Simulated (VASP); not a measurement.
Write the native input for VASP 6.6.1 that does the following.

* Task: single point
* Functional: PBE
* Potentials or basis: VASP PAW PBE potentials, release 64 (W_sv)
* Cutoff: 520 eV
* k mesh: 24 × 24 × 24
* Occupations: fermi-dirac, width 0.4 eV
* Spin: no spin polarisation
* Dipole correction: no
* Further INCAR settings: ALGO = Fast; EDIFF = 1e-06; NBANDS = 13

The structure of W lies in POSCAR:

```
W
1.0
   -1.7705280660      1.6019063455      1.6019063455
    1.6019063455     -1.7705280660      1.6019063455
    1.6019063455      1.6019063455     -1.7705280660
W
1
Direct
    0.0000000000      0.0000000000      0.0000000000
```

This cell differs from its parent crystal: ratio of the length along [111] to the lengths across it x 0.85, volume and fractional coordinates fixed.

One way to write it, as run:

INCAR

```
SYSTEM = W
PREC = Accurate ; ENCUT = 520
EDIFF = 1E-6 ; ISMEAR = -1
SIGMA = 0.4 ; LREAL = .FALSE.
LASPH = .TRUE. ; NELM = 60
ALGO = Fast ; ISIF = 2
LWAVE = .FALSE. ; LCHARG = .FALSE.
GGA = PE ; NBANDS = 13
```

KPOINTS

```
regular mesh
0
G
  24 24 24
  0 0 0
```

Potentials or basis: VASP PAW PBE potentials, release 64 (W_sv).

The run is started by

```bash
$ cat potpaw_PBE.64/W_sv/POTCAR > POTCAR
$ mpirun -np 1 vasp_std > vasp.out
```

It gave:

```json
{"Pressure": "6.6 GPa", "Band gap on the k mesh": "zero (bands 7 and 8 overlap by 4.78 eV)"}
```

Caveat: the cell stands under pressure; so wide a smearing shifts energies and pressures; spin-orbit coupling is left out, which moves the levels of the heavy elements.

Run time: 2.1 min on 1 thread of Intel(R) Xeon(R) Platinum 8488C (Sapphire Rapids) (shared host), peak memory 0.37 GiB.
